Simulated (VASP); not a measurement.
# Al2RuCN2 (P-4m2) in VASP: notebook

The runs below take Al2RuCN2 through single point, with PBE.

All numbers are computed with VASP 6.6.1; they aren't measurements. Logs are shortened: lines on timing, memory, paths and dates and some standing lists are left out, and cuts for length are marked.

## 1. The cell of the first run

Symmetry: P-4m2, No. 115, tetragonal system. Conventional cell: a = 2.803 Å, b = 2.803 Å, c = 8.980 Å, α = 90.00°, β = 90.00°, γ = 90.00°. Within 2.6 Å of Al (site symmetry 2mm) lie 5 N at 1.98 to 2.09 Å. Ru (site symmetry -4m2) has 4 C at 1.98 Å within 2.6 Å. C (site symmetry -4m2) has 4 Ru at 1.98 Å within 2.6 Å. N (site symmetry 2mm) has 5 Al at 1.98 to 2.09 Å within 2.6 Å.

The cell was generated, and may not be a known phase.

## 2. Single point, PBE

INCAR

```
SYSTEM = Al2RuCN2
ALGO     = Fast           ! electronic algorithm
EDIFF    = 1E-7           ! SCF threshold, eV
ENCUT    = 520            ! plane-wave cutoff, eV
GGA      = PE             ! functional
ISIF     = 2              ! what is computed and relaxed
ISMEAR   = 0              ! smearing method
LASPH    = .TRUE.         ! aspherical terms in the spheres
LCHARG   = .FALSE.        ! write CHGCAR
LREAL    = .FALSE.        ! projectors in reciprocal space
LWAVE    = .FALSE.        ! write WAVECAR
NBANDS   = 26             ! bands
NELM     = 80             ! most SCF steps
PREC     = Accurate       ! precision mode
SIGMA    = 0.1            ! smearing width, eV
```

KPOINTS

```
k-points
0
G
  14 14 4
  0 0 0
```

POSCAR

```
Al2RuCN2
1.0
    2.8027002489      0.0000000000      0.0000000000
    0.0000000000      2.8027002489      0.0000000000
    0.0000000000      0.0000000000      8.9804869689
Al Ru C N
2 1 1 2
Direct
    0.5000000000      0.0000000000      0.6133162619
    0.0000000000      0.5000000000      0.3866837381
    0.5000000000      0.5000000000      0.0000000000
    0.0000000000      0.0000000000      0.0000000000
    0.5000000000      0.0000000000      0.3809353243
    0.0000000000      0.5000000000      0.6190646757
```

Potentials or basis: VASP PAW PBE potentials, release 64 (Al, Ru_pv, C, N).

The run is started by

```sh
cat potpaw_PBE.64/Al/POTCAR potpaw_PBE.64/Ru_pv/POTCAR potpaw_PBE.64/C/POTCAR potpaw_PBE.64/N/POTCAR > POTCAR
mpirun -np 1 vasp_std > vasp.out
```

OUTCAR:

```text
SYSTEM = Al2RuCN2
   EDIFF = 1E-7
   ENCUT = 520
   GGA = PE
   ISIF = 2
   ISMEAR = 0
   LASPH = .TRUE.
   LREAL = .FALSE.
   NELM = 80
   PREC = Accurate

 ion  position               nearest neighbor table
   1  0.500  0.000  0.613-   6 1.98   6 1.98   6 1.98   6 1.98   5 2.09   2 2.84   2 2.84   2 2.84
                             2 2.84
   2  0.000  0.500  0.387-   5 1.98   5 1.98   5 1.98   5 1.98   6 2.09   1 2.84   1 2.84   1 2.84
                             1 2.84
   3  0.500  0.500  0.000-   4 1.98   4 1.98   4 1.98   4 1.98
   4  0.000  0.000  0.000-   3 1.98   3 1.98   3 1.98   3 1.98
   5  0.500  0.000  0.381-   2 1.98   2 1.98   2 1.98   2 1.98   1 2.09
   6  0.000  0.500  0.619-   1 1.98   1 1.98   1 1.98   1 1.98   2 2.09

  LATTYP: Found a simple tetragonal cell.
 ALAT       =     2.8027002489
 C/A-ratio  =     3.2042266997

  Lattice vectors:

 A1 = (   2.8027002489,   0.0000000000,   0.0000000000)
 A2 = (   0.0000000000,   2.8027002489,   0.0000000000)
 A3 = (   0.0000000000,   0.0000000000,   8.9804869689)

Analysis of symmetry for initial positions (statically):
=====================================================================
 Subroutine PRICEL returns:
 Original cell was already a primitive cell.

 Routine SETGRP: Setting up the symmetry group for a
 simple tetragonal supercell.

 Subroutine GETGRP returns: Found  8 space group operations
 (whereof  8 operations were pure point group operations)
 out of a pool of 16 trial point group operations.

The static configuration has the point symmetry D_2d.

Analysis of symmetry for dynamics (positions and initial velocities):
=====================================================================
 Subroutine PRICEL returns:
 Original cell was already a primitive cell.

 Routine SETGRP: Setting up the symmetry group for a
 simple tetragonal supercell.

 Subroutine GETGRP returns: Found  8 space group operations
 (whereof  8 operations were pure point group operations)
 out of a pool of 16 trial point group operations.

The dynamic configuration has the point symmetry D_2d.

 Subroutine INISYM returns: Found  8 space group operations
 (whereof  8 operations are pure point group operations),
 and found     1 'primitive' translations

----------------------------------------------------------------------------------------

                                     Primitive cell

  volume of cell :      70.5429

  direct lattice vectors                    reciprocal lattice vectors
     2.802700249  0.000000000  0.000000000     0.356798769  0.000000000  0.000000000
     0.000000000  2.802700249  0.000000000     0.000000000  0.356798769  0.000000000
[... 102 lines left out ...]
   TEBEG  =    0.0;   TEEND  =   0.0 temperature during run
   PSTRESS=    0.0 pullay stress
   NELECT =      34.0000    total number of electrons
   NUPDOWN=      -1.0000    fix difference up-down
   EMIN   =  10.00;   EMAX   =-10.00  energy-range for DOS
   EFERMI =   0.00;   METHOD = LEGACY
   ISMEAR =     0;   SIGMA  =   0.10  broadening in eV -4-tet -1-fermi 0-gaus
   EFERMI_NEDOS =   21; number of points for ismear=-14 and -15
   IALGO  =     68    algorithm
   IMIX   =      4    mixing-type and parameters
     AMIX     =   0.40;   BMIX     =  1.00
     AMIX_MAG =   1.60;   BMIX_MAG =  1.00
  volume/ion in A,a.u.               =      11.76        79.34
  Fermi-wavevector in a.u.,A,eV,Ry     =   1.283562  2.425580 22.416014  1.647531
  Thomas-Fermi vector in A             =   2.415807
   LORBIT       =      0    0 simple, 1 ext, 2 COOP (PROOUT), +10 PAW based schemes
   GGA     = PE    functional components
   LHFCALC =     F    Hartree Fock is set to
   AEXX    =    0.0000 exact exchange contribution
   IVDW    =     0    specifies the selected vdW correction
   LEPSILON=     F    determine dielectric tensor
   LRPA    =     F    only Hartree local field effects (RPA)
 non-spin polarized calculation
 RMM-DIIS sequential band-by-band and
 Gauss-broadening in eV      SIGMA  =   0.10
  energy-cutoff  :      520.00
  volume of cell :       70.54
 maximum number of plane-waves:      1937
 NGX is ok and might be reduce to    24
   NGX = 11   NGY = 11   NGZ = 33

 number of electron      34.0000002 magnetization

 Free energy of the ion-electron system (eV)
  ---------------------------------------------------
  ext. energy  EPLUGINS =         0.00000000
  ---------------------------------------------------
  free energy    TOTEN  =       -43.96229861 eV

  energy without entropy =      -43.95064213  energy(sigma->0) =      -43.95647037

 E-fermi :   6.6379     XC(G=0): -10.9816

 val. band max:        6.6365953574   @ k =   0.2857   0.2143   0.5000
 cond. band min:       6.6485800297   @ k =   0.4286   0.0000   0.5000
 fundamental gap:      0.0119846723
 Fermi energy:         6.6378763831

 k-point     1 :       0.0000    0.0000    0.0000
  band No.  band energies     occupation
      1     -36.3873      2.00000
      2     -36.3873      2.00000
      3     -35.4119      2.00000
      4      -9.6822      2.00000
      5      -7.5409      2.00000
      6      -6.6282      2.00000
[... 685 lines left out ...]
     25      15.9253      0.00000
     26      17.0186      0.00000

 [... further k-points ...]

------------------------ aborting loop because EDIFF is reached ----------------------------------------

  FORCE on cell =-STRESS in cart. coord.  units (eV):
  Direction    XX          YY          ZZ          XY          YZ          ZX
  --------------------------------------------------------------------------------------
  -------------------------------------------------------------------------------------
  Total       -0.0694810     -0.0694810     -0.0149464      0.0000000     -0.0000000      0.0000000
  in kB       -1.5780592     -1.5780592     -0.3394645      0.0000000     -0.0000000      0.0000000
  external PRESSURE =      -1.1651943 kB  Pullay stress =       0.0000000 kB

 VOLUME and BASIS-vectors are now :
 -----------------------------------------------------------------------------
  energy-cutoff  :      520.00
  volume of cell :       70.54
      direct lattice vectors                 reciprocal lattice vectors
     2.802700249  0.000000000  0.000000000     0.356798769  0.000000000  0.000000000
     0.000000000  2.802700249  0.000000000     0.000000000  0.356798769  0.000000000
     0.000000000  0.000000000  8.980486969     0.000000000  0.000000000  0.111352536

 POSITION                                       TOTAL-FORCE (eV/Angst)
 -----------------------------------------------------------------------------------
      1.40135      0.00000      5.50788         0.000000     -0.000000     -0.001746
      0.00000      1.40135      3.47261         0.000000     -0.000000      0.001746
      1.40135      1.40135      0.00000         0.000000      0.000000      0.000000
      0.00000      0.00000      0.00000         0.000000     -0.000000      0.000000
      1.40135      0.00000      3.42098        -0.000000     -0.000000     -0.004011
      0.00000      1.40135      5.55950         0.000000     -0.000000      0.004011
 -----------------------------------------------------------------------------------
    total drift:                                0.000000     -0.000000     -0.000000

  FREE ENERGIE OF THE ION-ELECTRON SYSTEM (eV)
  ---------------------------------------------------
  free  energy   TOTEN  =       -43.9622986103 eV

  energy  without entropy=      -43.9506421280  energy(sigma->0) =      -43.95647037
```

OSZICAR:

```text
N       E                     dE             d eps       ncg     rms          rms(c)
DAV:   1     0.220312850966E+03    0.22031E+03   -0.18082E+04  5680   0.125E+03
DAV:   2    -0.379098926799E+02   -0.25822E+03   -0.24480E+03  6664   0.317E+02
DAV:   3    -0.518064327729E+02   -0.13897E+02   -0.13703E+02  7210   0.725E+01
[... 11 lines left out ...]
RMM:  15    -0.439622972708E+02   -0.16488E-04   -0.22032E-04  7388   0.602E-02    0.286E-02
RMM:  16    -0.439623030293E+02   -0.57585E-05   -0.45519E-05  7557   0.298E-02    0.215E-02
RMM:  17    -0.439622983683E+02    0.46610E-05   -0.24920E-05  7088   0.236E-02    0.800E-03
RMM:  18    -0.439622984531E+02   -0.84762E-07   -0.63197E-06  7758   0.125E-02    0.362E-03
RMM:  19    -0.439622985696E+02   -0.11654E-06   -0.11186E-06  7067   0.465E-03    0.430E-03
RMM:  20    -0.439622986103E+02   -0.40674E-07   -0.13837E-07  5073   0.173E-03
   1 F= -.43962299E+02 E0= -.43956470E+02  d E =-.116565E-01
```

It took 7.8 min on 1 thread of Oxide Virtual Turin-like, shared host; peak memory 0.31 GiB.

Results:

* Free energy: -43.9623 eV
* Pressure: -0.1 GPa
* Largest force: 0.004 eV/Å
* Band gap on the k mesh: zero (bands 17 and 18 overlap by 0.42 eV)

Forces in eV/Å, atoms in the order of the input:
```
Al   0.000  0.000 -0.002
Al   0.000  0.000  0.002
Ru   0.000  0.000  0.000
C    0.000  0.000  0.000
N    0.000  0.000 -0.004
N    0.000  0.000  0.004
```

Stress tensor (GPa, compression positive):
```
-0.16  0.00  0.00
 0.00 -0.16  0.00
 0.00  0.00 -0.03
```

Levels at points of the mesh, in eV from the Fermi level:
| k point | band 13 | band 14 | band 15 | band 16 | band 17 | band 18 | band 19 | band 20 | band 21 | band 22 |
| --- | --- | --- | --- | --- | --- | --- | --- | --- | --- | --- |
| (0.00, 0.00, 0.00) | -1.15 | -1.12 | -0.41 | -0.41 | -0.25 | -0.25 | -0.04 | -0.04 | 4.23 | 5.48 |
| (0.50, 0.00, 0.00) | -1.88 | -0.51 | -0.51 | -0.37 | 0.03 | 1.71 | 3.79 | 3.86 | 4.98 | 7.87 |
| (0.50, 0.50, 0.00) | -2.47 | -2.47 | -1.36 | -1.36 | -0.49 | -0.20 | 1.06 | 4.04 | 4.04 | 5.27 |
| (0.00, 0.00, 0.50) | -1.15 | -0.36 | -0.36 | -0.34 | -0.31 | -0.31 | -0.04 | -0.04 | 3.83 | 5.80 |
| (0.50, 0.00, 0.50) | -1.78 | -0.65 | -0.51 | -0.51 | 0.03 | 1.61 | 3.92 | 4.45 | 4.64 | 6.87 |
| (0.50, 0.50, 0.50) | -2.44 | -2.44 | -1.40 | -1.40 | -0.52 | -0.17 | 1.06 | 4.09 | 4.09 | 5.32 |

## 3. Single point, PBE, collinear spin, ferromagnetic start

This run uses another cell than the first one, of 11.48 Å³/atom.

INCAR

```
  ALGO = Normal
  EDIFF = 1E-7
  ENCUT = 520
  GGA = PE
  ISIF = 2
  ISMEAR = 0
  ISPIN = 2
  LASPH = T
  LCHARG = T
  LELF = T
  LMAXMIX = 4
  LORBIT = 11
  LREAL = F
  LVHAR = T
  LWAVE = F
  MAGMOM = 0 0 1 0 0 0
  NBANDS = 30
  NELM = 150
  PREC = Accurate
  SIGMA = 0.1
```

KPOINTS

```
k-points
0
Gamma
  6 6 2
```

POSCAR

```
Al2RuCN2
1.0
    2.8053650426      0.0000000000      0.0000000000
    0.0000000000      2.8053650426      0.0000000000
    0.0000000000      0.0000000000      8.7506048302
Al Ru C N
2 1 1 2
Direct
    0.5000000000      0.0000000000      0.6169939341
    0.0000000000      0.5000000000      0.3830060659
    0.5000000000      0.5000000000      0.0000000000
    0.0000000000      0.0000000000      0.0000000000
    0.5000000000      0.0000000000      0.3783542034
    0.0000000000      0.5000000000      0.6216457966
```

Potentials or basis: VASP PAW PBE potentials, release 64 (Al, Ru_pv, C, N).

The run is started by

```sh
cat potpaw_PBE.64/Al/POTCAR potpaw_PBE.64/Ru_pv/POTCAR potpaw_PBE.64/C/POTCAR potpaw_PBE.64/N/POTCAR > POTCAR
mpirun -np 1 vasp_std > vasp.out
```

OUTCAR:

```text
EDIFF = 1E-7
   ENCUT = 520
   GGA = PE
   ISIF = 2
   ISMEAR = 0
   ISPIN = 2
   LASPH = T
   LORBIT = 11
   LREAL = F
   NELM = 150
   PREC = Accurate

 ion  position               nearest neighbor table
   1  0.500  0.000  0.617-   6 1.98   6 1.98   6 1.98   6 1.98   5 2.09   2 2.85   2 2.85   2 2.85
                             2 2.85
   2  0.000  0.500  0.383-   5 1.98   5 1.98   5 1.98   5 1.98   6 2.09   1 2.85   1 2.85   1 2.85
                             1 2.85
   3  0.500  0.500  0.000-   4 1.98   4 1.98   4 1.98   4 1.98
   4  0.000  0.000  0.000-   3 1.98   3 1.98   3 1.98   3 1.98
   5  0.500  0.000  0.378-   2 1.98   2 1.98   2 1.98   2 1.98   1 2.09
   6  0.000  0.500  0.622-   1 1.98   1 1.98   1 1.98   1 1.98   2 2.09

  LATTYP: Found a simple tetragonal cell.
 ALAT       =     2.8053650426
 C/A-ratio  =     3.1192392781

  Lattice vectors:

 A1 = (   2.8053650426,   0.0000000000,   0.0000000000)
 A2 = (   0.0000000000,   2.8053650426,   0.0000000000)
[... 1492 lines left out ...]
  -------------------------------------------------------------------------------------
  Total       -0.1644792     -0.1644792     -0.0052490      0.0000000     -0.0000000      0.0000000
  in kB       -3.8265277     -3.8265277     -0.1221157      0.0000000     -0.0000000      0.0000000
  external PRESSURE =      -2.5917237 kB  Pullay stress =       0.0000000 kB

 VOLUME and BASIS-vectors are now :
 -----------------------------------------------------------------------------
  energy-cutoff  :      520.00
  volume of cell :       68.87
      direct lattice vectors                 reciprocal lattice vectors
     2.805365043  0.000000000  0.000000000     0.356459849  0.000000000  0.000000000
     0.000000000  2.805365043  0.000000000     0.000000000  0.356459849  0.000000000
     0.000000000  0.000000000  8.750604830     0.000000000  0.000000000  0.114277815

 POSITION                                       TOTAL-FORCE (eV/Angst)
 -----------------------------------------------------------------------------------
      1.40268      0.00000      5.39907        -0.000000     -0.000000     -0.014771
      0.00000      1.40268      3.35153         0.000000     -0.000000      0.014771
      1.40268      1.40268      0.00000        -0.000000      0.000000      0.000000
      0.00000      0.00000      0.00000        -0.000000     -0.000000      0.000000
      1.40268      0.00000      3.31083         0.000000     -0.000000      0.007932
      0.00000      1.40268      5.43978        -0.000000     -0.000000     -0.007932
 -----------------------------------------------------------------------------------
    total drift:                                0.000000     -0.000000     -0.000000

  FREE ENERGIE OF THE ION-ELECTRON SYSTEM (eV)
  ---------------------------------------------------
  free  energy   TOTEN  =       -43.9657560390 eV

  energy  without entropy=      -43.9522019455  energy(sigma->0) =      -43.95897899

 total charge

# of ion       s       p       d       tot
------------------------------------------
    1        0.326   0.385   0.000   0.711
    2        0.326   0.385   0.000   0.711
    3        0.369   6.351   6.178  12.898
    4        0.931   1.436   0.000   2.367
    5        1.232   2.578   0.000   3.809
    6        1.232   2.578   0.000   3.809
--------------------------------------------------
tot          4.416  13.711   6.178  24.305

 magnetization (x)

# of ion       s       p       d       tot
------------------------------------------
    1        0.000   0.000   0.000   0.000
    2        0.000   0.000   0.000   0.000
    3        0.000   0.000  -0.000  -0.000
    4        0.000   0.000   0.000   0.000
    5        0.000  -0.000   0.000  -0.000
    6        0.000  -0.000   0.000  -0.000
--------------------------------------------------
tot          0.000   0.000  -0.000   0.000
```

OSZICAR:

```text
N       E                     dE             d eps       ncg     rms          rms(c)
DAV:   1     0.220932724842E+03    0.22093E+03   -0.17267E+04  2416   0.106E+03
DAV:   2    -0.388369660204E+02   -0.25977E+03   -0.24475E+03  2710   0.292E+02
DAV:   3    -0.518480887510E+02   -0.13011E+02   -0.12774E+02  3018   0.650E+01
[... 13 lines left out ...]
DAV:  17    -0.439657525041E+02   -0.46897E-05   -0.26723E-06  2812   0.107E-02    0.804E-03
DAV:  18    -0.439657549103E+02   -0.24063E-05   -0.17993E-06  2986   0.874E-03    0.470E-03
DAV:  19    -0.439657558777E+02   -0.96736E-06   -0.90218E-07  2880   0.611E-03    0.354E-03
DAV:  20    -0.439657560331E+02   -0.15544E-06   -0.38410E-07  2834   0.405E-03    0.167E-03
DAV:  21    -0.439657560390E+02   -0.59308E-08   -0.51136E-08  1482   0.129E-03
   1 F= -.43965756E+02 E0= -.43958979E+02  d E =-.135541E-01  mag=     0.0001
```

Run time: 3.2 min. Hardware: 1 thread of Oxide Virtual Turin-like, shared host; peak memory 0.23 GiB.

Results:

| Quantity | Value |
| --- | --- |
| Free energy | -43.9658 eV |
| Pressure | -0.3 GPa |
| Largest force | 0.015 eV/Å |
| Band gap on the k mesh | zero (filled and empty bands overlap) |
| Net moment | 0.00 μB per cell |
| Valence electrons inside the program's atomic spheres | Al 0.71; Ru 12.90; C 2.37; N 3.81 |

Forces in eV/Å, atoms in the order of the input:
```
Al   0.000  0.000 -0.015
Al   0.000  0.000  0.015
Ru   0.000  0.000  0.000
C    0.000  0.000  0.000
N    0.000  0.000  0.008
N    0.000  0.000 -0.008
```

Levels at points of the mesh, in eV from the Fermi level:
Spin up:
```csv
k point,band 14,band 15,band 16,band 17,band 18,band 19,band 20,band 21
"(0.00, 0.00, 0.00)",-1.06,-0.54,-0.54,-0.29,-0.29,0.00,0.00,4.26
"(0.50, 0.00, 0.00)",-0.65,-0.65,-0.37,0.00,1.69,3.65,3.82,4.94
"(0.50, 0.50, 0.00)",-2.54,-1.46,-1.46,-0.48,-0.27,1.06,3.90,3.90
"(0.00, 0.00, 0.50)",-0.49,-0.49,-0.34,-0.34,-0.26,0.01,0.01,3.84
"(0.50, 0.00, 0.50)",-0.72,-0.65,-0.65,0.00,1.58,3.89,4.38,4.55
"(0.50, 0.50, 0.50)",-2.49,-1.51,-1.51,-0.52,-0.21,1.06,3.96,3.96
```
Spin down:
| k point | band 15 | band 16 | band 17 | band 18 | band 19 | band 20 |
| --- | --- | --- | --- | --- | --- | --- |
| (0.00, 0.00, 0.00) | -0.54 | -0.54 | -0.29 | -0.29 | 0.00 | 0.00 |
| (0.50, 0.00, 0.00) | -0.65 | -0.37 | 0.00 | 1.69 | 3.65 | 3.82 |
| (0.50, 0.50, 0.00) | -1.46 | -1.46 | -0.48 | -0.27 | 1.05 | 3.90 |
| (0.00, 0.00, 0.50) | -0.49 | -0.34 | -0.34 | -0.26 | 0.01 | 0.01 |
| (0.50, 0.00, 0.50) | -0.65 | -0.65 | 0.00 | 1.58 | 3.89 | 4.38 |
| (0.50, 0.50, 0.50) | -1.51 | -1.51 | -0.52 | -0.21 | 1.05 | 3.96 |

Caveat: the k points lie up to 0.37 Å⁻¹ apart.
